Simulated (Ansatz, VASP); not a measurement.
**SnO in VASP and in Ansatz**

```xyz
4
Lattice="3.7658 0.0000 0.0000 0.0000 3.7658 0.0000 0.0000 0.0000 4.5398" Properties=species:S:1:pos:R:3 pbc="T T T"
Sn    0.0000    1.8829    1.1150
Sn    1.8829    0.0000    3.4248
O     0.0000    0.0000    0.0000
O     1.8829    1.8829    0.0000
```

Alike in both runs: task single point; functional LDA; k mesh 10 × 10 × 8; occupations gaussian, width 0.15 eV; no spin polarisation.

```csv
,VASP,Ansatz
version,VASP 6.6.1,Ansatz 0.2.0
potentials or method,"VASP PAW LDA potentials, release 64 (Sn_d, O), cutoff 520 eV","scalar-relativistic, plane waves, PAW"
valence electrons in the cell,40,40
```

|  | VASP | Ansatz | Ansatz less VASP |
| --- | --- | --- | --- |
| gap on the k mesh at the Fermi level (eV) | none | none | - |
| pressure (GPa) | 3.0 | 2.4 | -0.59 |
| traceless stress, the component that is largest in VASP (GPa) | 0.93 | 0.96 | +0.031 |
| rms of the force components (eV/Å) | 0.249 | 0.189 | -0.0596 |

Ansatz warns that its potentials were made for another functional, while VASP's fit it. LDA's correlation is that of Perdew and Zunger in VASP and of Perdew and Wang (1992) in Ansatz. Atom by atom the forces differ by 0.060 eV/Å (rms over components). A gap of «none» marks a metal or a gap that the smearing closes.
